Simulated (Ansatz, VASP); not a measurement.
One calculation of Cu, two programs

```
CELL_PARAMETERS angstrom
0.00000 1.87980 1.95210
1.87980 0.00000 1.95210
1.87980 1.87980 0.00000
ATOMIC_POSITIONS crystal
Cu 0.00000 0.00000 0.00000
```

Change from the starting cell: strain +0.040 along x and y, +0.080 along z, atoms carried along.

Alike in both runs: task single point; functional PBEsol; k mesh 22 × 22 × 22; occupations gaussian, width 0.15 eV; no spin polarisation.

|  | VASP | Ansatz |
| --- | --- | --- |
| version | VASP 6.6.1 | Ansatz 0.2.0 |
| potentials or method | VASP PAW PBE potentials, release 64 (Cu), cutoff 520 eV | scalar-relativistic, plane waves, PAW |
| valence electrons in the cell | 11 | 19 |

|  | VASP | Ansatz | Ansatz less VASP |
| --- | --- | --- | --- |
| gap on the k mesh at the Fermi level (eV) | none | none | - |
| pressure (GPa) | -19.6 | -20.2 | -0.62 |
| traceless stress, the component that is largest in VASP (GPa) | -1.07 | -1.08 | -0.009 |

VASP's potentials were made for PBE, not for PBEsol. A gap of «none» marks a metal or a gap that the smearing closes. The functional is the same, so the differences come from potentials, cutoffs and numerics. VASP's potentials hold 11 valence electrons a cell and Ansatz's 19, so a difference there can come from the potentials and not from the codes.
